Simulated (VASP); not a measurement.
A run of VASP 6.6.1 is set up as follows.

Contents of INCAR:

```
SYSTEM = Ti3N5
PREC = Accurate
ENCUT = 520
EDIFF = 1E-6
ISMEAR = 0
SIGMA = 0.1
LREAL = .FALSE.
LASPH = .TRUE.
NELM = 150
ALGO = Normal
ISIF = 2
LWAVE = .FALSE.
LCHARG = .TRUE.
ISPIN = 2
MAGMOM = 0 0 0 0 3 0 0 0
LORBIT = 11
LMAXMIX = 4
LDIPOL = .TRUE.
IDIPOL = 3
DIPOL = 0.5 0.5 0.353
GGA = PE
LELF = .TRUE.
LVHAR = .TRUE.
LVACPOTAV = .TRUE.
NBANDS = 44
```

KPOINTS

```
regular mesh
0
G
  9 9 1
  0 0 0
```

POSCAR

```
Ti3N5
1.0
    3.0028555063      0.0000000000      0.0000000000
   -1.5014277532      2.6005491524      0.0000000000
    0.0000000000      0.0000000000     24.1233847547
N Ti
5 3
Direct
    0.3333333333      0.6666666667      0.1658142106
    0.0000000000      0.0000000000      0.2674509120
    0.6666666667      0.3333333333      0.3654788005
    0.3333333333      0.6666666667      0.4611038156
    1.1111111111     -0.1111111111      0.5974860038
    0.6666666667      0.3333333333      0.2166325614
    0.3333333333      0.6666666667      0.3190139885
    0.0000000000      0.0000000000      0.4290633808
```

Potentials or basis: VASP PAW PBE potentials, release 64 (N, Ti_sv).

Launch:

```sh
$ cat potpaw_PBE.64/N/POTCAR potpaw_PBE.64/Ti_sv/POTCAR > POTCAR
$ mpirun -np 1 vasp_std > vasp.out
```

Question: Estimate the site moments.

Answer: N -0.00, +0.00, +1.97 (each value once); Ti +0.00, -0.00 (each value once) μB.

Question: Predict the band gap on the k mesh.

Answer: Zero (filled and empty bands overlap).

Question: Estimate the largest force.

Answer: 5.731 eV/Å.

Forces on the atoms (eV/Å):
```
N    0.000  0.000  4.378
N    0.000  0.000  1.284
N    0.000  0.000  0.063
N    0.001 -0.001  0.046
N   -0.001  0.001  0.003
Ti   0.000  0.000 -5.731
Ti   0.000  0.000 -0.023
Ti   0.000  0.000 -0.021
```
